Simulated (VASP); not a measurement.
Runs of VASP 6.6.1 on ScAl2. The structure is cubic, space group Fd-3m (No. 227). Conventional cell: a = 7.555 Å, b = 7.555 Å, c = 7.555 Å, α = 90.00°, β = 90.00°, γ = 90.00°. Sc (site symmetry -43m) has 12 Al at 3.13 Å and 4 Sc at 3.27 Å within 4.1 Å. Al (site symmetry -3m) has 6 Al at 2.67 Å and 6 Sc at 3.13 Å within 3.5 Å. 

```tsv
k mesh	gap on the mesh (eV)	pressure (GPa)
2 × 2 × 2	none	(b)
4 × 4 × 4	none	0.2
3 × 3 × 3	none	-0.2
7 × 7 × 7	none	0.1
5 × 5 × 5	none	(a)
```

Alike in all rows: task single point; level r2SCAN; potentials or basis VASP PAW PBE potentials, release 64 (Sc_sv, Al); no spin polarisation; cell as given; cutoff (eV) 520; smearing fermi-dirac 0.1 eV.

Question: Fill in the values left out.

Answer: (a) 0.0; (b) 1.1.

Caveats: some runs use coarse meshes; the PAW data sets were made with another functional, which shifts forces and pressure a little.

A gap of «none» marks levels without a gap at the run's occupations.
